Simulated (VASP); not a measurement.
Input of a VASP 6.6.1 run:

Contents of INCAR:

```
  PREC = Accurate
  ENCUT = 520
  EDIFF = 1E-6
  ISMEAR = -1
  SIGMA = 0.1
  LREAL = Auto
  LASPH = True
  NELM = 80
  ALGO = Normal
  ISIF = 2
  LWAVE = False
  LCHARG = False
  GGA = PE
  NBANDS = 94
```

Contents of KPOINTS:

```
regular mesh
0
Gamma
  2 2 1
```

File POSCAR:

```
Pd
1.0
    7.7800000000      0.0000000000      0.0000000000
    0.0000000000      5.5012910000      0.0000000000
    0.0000000000      0.0000000000     16.1259680000
Pd
16
Direct
    0.2500000000      0.2500000000      0.0620118000
    0.7500000000      0.2500000000      0.0620118000
    0.2500000000      0.7500000000      0.0620118000
    0.7500000000      0.7500000000      0.0620118000
    0.0000000000      0.0000000000      0.1454352459
    0.5000000000      0.0000000000      0.1454352459
    0.0000000000      0.5000000000      0.1454352459
    0.5000000000      0.5000000000      0.1454352459
    0.2500000000      0.2500000000      0.2366604315
    0.7500000000      0.2500000000      0.2366604315
    0.2500000000      0.7500000000      0.2366604315
    0.7500000000      0.7500000000      0.2366604315
    0.0000000000      0.0000000000      0.3202079577
    0.5000000000      0.0000000000      0.3202079577
    0.0000000000      0.5000000000      0.3202079577
    0.5000000000      0.5000000000      0.3202079577
```

Potentials or basis: VASP PAW PBE potentials, release 64 (Pd).

The run is started by

```console
$ cat potpaw_PBE.64/Pd/POTCAR > POTCAR
$ mpirun -np 1 vasp_std > vasp.out
```

Question: What does it give for the largest force?

Answer: 0.076 eV/Å.

Question: Estimate the band gap on the k mesh.

Answer: Zero (bands 80 and 81 overlap by 0.24 eV).

Forces on the atoms (eV/Å):
```
Pd   0.000  0.000  0.066
Pd   0.000  0.000  0.066
Pd   0.000  0.000  0.066
Pd   0.000  0.000  0.066
Pd   0.000  0.000  0.057
Pd   0.000  0.000  0.057
Pd   0.000  0.000  0.057
Pd   0.000  0.000  0.057
Pd   0.000  0.000 -0.048
Pd   0.000  0.000 -0.048
Pd   0.000  0.000 -0.048
Pd   0.000  0.000 -0.048
Pd   0.000  0.000 -0.076
Pd   0.000  0.000 -0.076
Pd   0.000  0.000 -0.076
Pd   0.000  0.000 -0.076
```

Caveat: the k points lie up to 0.57 Å⁻¹ apart; there is no dipole correction, which matters where the two faces differ.
